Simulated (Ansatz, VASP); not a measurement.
**CdSe in VASP and in Ansatz**

File POSCAR:

```
CdSe
1.0
    0.0000000000      2.8429458735      2.8429458735
    2.8429458735      0.0000000000      2.8429458735
    2.8429458735      2.8429458735      0.0000000000
Cd Se
1 1
Direct
    0.0000000000      0.0000000000      0.0000000000
    0.5000000000      0.5000000000      0.5000000000
```

Contents of INCAR.step1:

```
ALGO = Normal
EDIFF = 1E-5
ENCUT = 400
GGA = PE
GGA_COMPAT = False
ISIF = 2
ISMEAR = -1
LASPH = True
LREAL = False
LWAVE = True
NBANDS = 16
NELM = 120
PREC = Accurate
SIGMA = 0.02
```

The input INCAR.step2:

```
AEXX = 0.05
ALGO = Normal
EDIFF = 1E-6
ENCUT = 400
GGA = PE
GGA_COMPAT = False
HFSCREEN = 0.3
ISIF = 2
ISMEAR = -1
ISTART = 1
LASPH = True
LCHARG = True
LELF = True
LHFCALC = True
LREAL = False
LVHAR = True
LWAVE = False
NBANDS = 16
NELM = 120
PREC = Accurate
PRECFOCK = Normal
SIGMA = 0.02
```

KPOINTS

```
k-points
0
Gamma
  4 4 4
```

Input for Ansatz:

```yaml
crystal:
  lattice:
    - [0.0, 2.8429458735, 2.8429458735]
    - [2.8429458735, 0.0, 2.8429458735]
    - [2.8429458735, 2.8429458735, 0.0]
  atoms:
    - { symbol: Cd, position: [0.0, 0.0, 0.0] }
    - { symbol: Se, position: [0.5, 0.5, 0.5] }
kpoints:
  mp_grid: { grid: [4, 4, 4] }
hamiltonian:
  xc: { exchange: pbe, correlation: pbe, exx: { coeff: 0.05, omega: 0.3 } }
scf:
  occupations: { method: fermi_dirac, width: 0.02 }
  n_extra_bands: 4
output:
  forces: true
  stress: true
  eigenvalues: true
```

Alike in both runs: task single point; functional PBE-based screened hybrid; k mesh 4 × 4 × 4; occupations fermi-dirac, width 0.02 eV; no spin polarisation.

|  | VASP | Ansatz |
| --- | --- | --- |
| version | VASP 6.6.1 | Ansatz 0.2.0 |
| potentials or method | VASP PAW PBE potentials, release 64 (Cd, Se) | plane waves |
| plane-wave cutoff (eV) | 400 | 420 |
| valence electrons in the cell | 18 | 36 |

|  | VASP | Ansatz | Ansatz less VASP |
| --- | --- | --- | --- |
| pressure (GPa) | 1.6 | 1.8 | +0.17 |

VASP's potentials were made for PBE, not for PBE-based screened hybrid. VASP's potentials hold 18 valence electrons a cell and Ansatz's 36, so a difference there can come from the potentials and not from the codes. Ansatz's warnings: filled band counts differ across k points, stress exchange threshold loose, stress scf threshold loose.

The k mesh is coarse, so the values compare programs but aren't converged.
